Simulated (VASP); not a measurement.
# Zn2O3 (Pn-3m) in VASP: further runs, part 2 of 2

VASP 6.6.1. Earlier steps stand in the parts before.

## 4. Single point, PBE

This run uses another cell than the first one, of 12.01 Å³/atom, 1.019 times its volume.

INCAR

```
PREC = Accurate
ENCUT = 520
EDIFF = 1E-7
ISMEAR = -1
SIGMA = 0.06122561905347299
LREAL = F
LASPH = T
NELM = 100
ALGO = Normal
ISIF = 2
LWAVE = F
LCHARG = F
GGA = PE
NBANDS = 53
```

KPOINTS

```
regular mesh
0
Gamma
  8 8 8
```

POSCAR

```
Zn2O3
1.0
    4.9332421971      0.0000000000      0.0000000000
    0.0000000000      4.9332421971      0.0000000000
    0.0000000000      0.0000000000      4.9332421971
Zn O
4 6
Direct
    0.2500000000      0.2500000000      0.2500000000
    0.7500000000      0.7500000000      0.2500000000
    0.7500000000      0.2500000000      0.7500000000
    0.2500000000      0.7500000000      0.7500000000
    0.5000000000      0.0000000000      0.0000000000
    0.0000000000      0.5000000000      0.0000000000
    0.0000000000      0.0000000000      0.5000000000
    0.5000000000      0.5000000000      0.0000000000
    0.5000000000      0.0000000000      0.5000000000
    0.0000000000      0.5000000000      0.5000000000
```

Potentials or basis: VASP PAW PBE potentials, release 64 (Zn, O).

On the command line:

```bash
$ cat potpaw_PBE.64/Zn/POTCAR potpaw_PBE.64/O/POTCAR > POTCAR
$ mpirun -np 1 vasp_std > vasp.out
```

OUTCAR:

```text
PREC = Accurate
   ENCUT = 520
   EDIFF = 1E-7
   ISMEAR = -1
   LREAL = F
   LASPH = T
   NELM = 100
   ISIF = 2
   GGA = PE

 ion  position               nearest neighbor table
   1  0.250  0.250  0.250-   5 2.14   6 2.14   7 2.14   8 2.14   9 2.14  10 2.14
   2  0.750  0.750  0.250-   5 2.14   6 2.14   7 2.14   8 2.14   9 2.14  10 2.14
   3  0.750  0.250  0.750-   5 2.14   6 2.14   7 2.14   8 2.14   9 2.14  10 2.14
   4  0.250  0.750  0.750-   5 2.14   6 2.14   7 2.14   8 2.14   9 2.14  10 2.14
   5  0.500  0.000  0.000-   1 2.14   2 2.14   3 2.14   4 2.14
   6  0.000  0.500  0.000-   1 2.14   2 2.14   3 2.14   4 2.14
   7  0.000  0.000  0.500-   1 2.14   2 2.14   3 2.14   4 2.14
   8  0.500  0.500  0.000-   1 2.14   2 2.14   3 2.14   4 2.14
   9  0.500  0.000  0.500-   1 2.14   2 2.14   3 2.14   4 2.14
  10  0.000  0.500  0.500-   1 2.14   2 2.14   3 2.14   4 2.14

  LATTYP: Found a simple cubic cell.
 ALAT       =     4.9332421971

  Lattice vectors:

 A1 = (   4.9332421971,   0.0000000000,   0.0000000000)
 A2 = (   0.0000000000,   4.9332421971,   0.0000000000)
 A3 = (   0.0000000000,   0.0000000000,   4.9332421971)

Analysis of symmetry for initial positions (statically):
=====================================================================
 Subroutine PRICEL returns:
 Original cell was already a primitive cell.

 Routine SETGRP: Setting up the symmetry group for a
 simple cubic supercell.

 Subroutine GETGRP returns: Found 48 space group operations
 (whereof 24 operations were pure point group operations)
 out of a pool of 48 trial point group operations.

The static configuration has the point symmetry T_d .
 The point group associated with its full space group is O_h .

Analysis of symmetry for dynamics (positions and initial velocities):
=====================================================================
 Subroutine PRICEL returns:
[... 151 lines left out ...]
   GGA     = PE    functional components
   LHFCALC =     F    Hartree Fock is set to
   AEXX    =    0.0000 exact exchange contribution
   IVDW    =     0    specifies the selected vdW correction
   LEPSILON=     F    determine dielectric tensor
   LRPA    =     F    only Hartree local field effects (RPA)
 non-spin polarized calculation
  energy-cutoff  :      520.00
  volume of cell :      120.06
 maximum number of plane-waves:      3256
 NGX is ok and might be reduce to    40
   NGX = 19   NGY = 19   NGZ = 19

 number of electron      83.9999958 magnetization

 Free energy of the ion-electron system (eV)
  ---------------------------------------------------
  ext. energy  EPLUGINS =         0.00000000
  ---------------------------------------------------
  free energy    TOTEN  =       -40.26963641 eV

  energy without entropy =      -40.18802991  energy(sigma->0) =      -40.22883316

 E-fermi :   0.8127     XC(G=0): -10.6225

 val. band max:        0.7930411211   @ k =   0.5000   0.2500   0.2500
 cond. band min:       0.8174267328   @ k =   0.0000   0.0000   0.0000
 fundamental gap:      0.0243856117
 Fermi energy:         0.8126568072

 k-point     1 :       0.0000    0.0000    0.0000
  band No.  band energies     occupation
      1     -17.5856      2.00000
      2     -16.5756      2.00000
      3     -16.5756      2.00000
      4     -15.5881      2.00000
      5     -15.5881      2.00000
      6     -15.0547      2.00000
[... 1333 lines left out ...]
     52       9.8028      0.00000
     53      11.8334      0.00000

 [... further k-points ...]

------------------------ aborting loop because EDIFF is reached ----------------------------------------

  FORCE on cell =-STRESS in cart. coord.  units (eV):
  Direction    XX          YY          ZZ          XY          YZ          ZX
  --------------------------------------------------------------------------------------
  -------------------------------------------------------------------------------------
  Total       -4.5720218     -4.5720218     -4.5720218      0.0000000      0.0000000     -0.0000000
  in kB      -61.0128845    -61.0128845    -61.0128845      0.0000000      0.0000000     -0.0000000
  external PRESSURE =     -61.0128845 kB  Pullay stress =       0.0000000 kB

 VOLUME and BASIS-vectors are now :
 -----------------------------------------------------------------------------
  energy-cutoff  :      520.00
  volume of cell :      120.06
      direct lattice vectors                 reciprocal lattice vectors
     4.933242197  0.000000000  0.000000000     0.202706447  0.000000000  0.000000000
     0.000000000  4.933242197  0.000000000     0.000000000  0.202706447  0.000000000
     0.000000000  0.000000000  4.933242197     0.000000000  0.000000000  0.202706447

 POSITION                                       TOTAL-FORCE (eV/Angst)
 -----------------------------------------------------------------------------------
      1.23331      1.23331      1.23331         0.000000     -0.000000     -0.000000
      3.69993      3.69993      1.23331        -0.000000      0.000000     -0.000000
      3.69993      1.23331      3.69993         0.000000      0.000000     -0.000000
      1.23331      3.69993      3.69993        -0.000000      0.000000      0.000000
      2.46662      0.00000      0.00000         0.000000     -0.000000     -0.000000
      0.00000      2.46662      0.00000         0.000000     -0.000000     -0.000000
      0.00000      0.00000      2.46662         0.000000     -0.000000     -0.000000
      2.46662      2.46662      0.00000         0.000000     -0.000000     -0.000000
      2.46662      0.00000      2.46662         0.000000     -0.000000     -0.000000
      0.00000      2.46662      2.46662         0.000000     -0.000000     -0.000000
 -----------------------------------------------------------------------------------
    total drift:                               -0.000000      0.000000     -0.000000

  FREE ENERGIE OF THE ION-ELECTRON SYSTEM (eV)
  ---------------------------------------------------
  free  energy   TOTEN  =       -40.2696364147 eV

  energy  without entropy=      -40.1880299134  energy(sigma->0) =      -40.22883316
```

Wall time 4.9 min (1 thread of Intel Xeon Platinum 8488C (Sapphire Rapids), shared host); peak memory 0.33 GiB.

Results:

```yaml
Free_energy: -40.2696 eV
Pressure: -6.1 GPa
Band_gap_on_the_k_mesh: zero (band 42 reaches 1.42 eV, above the bottom of band 43 at 0.20 eV)
```
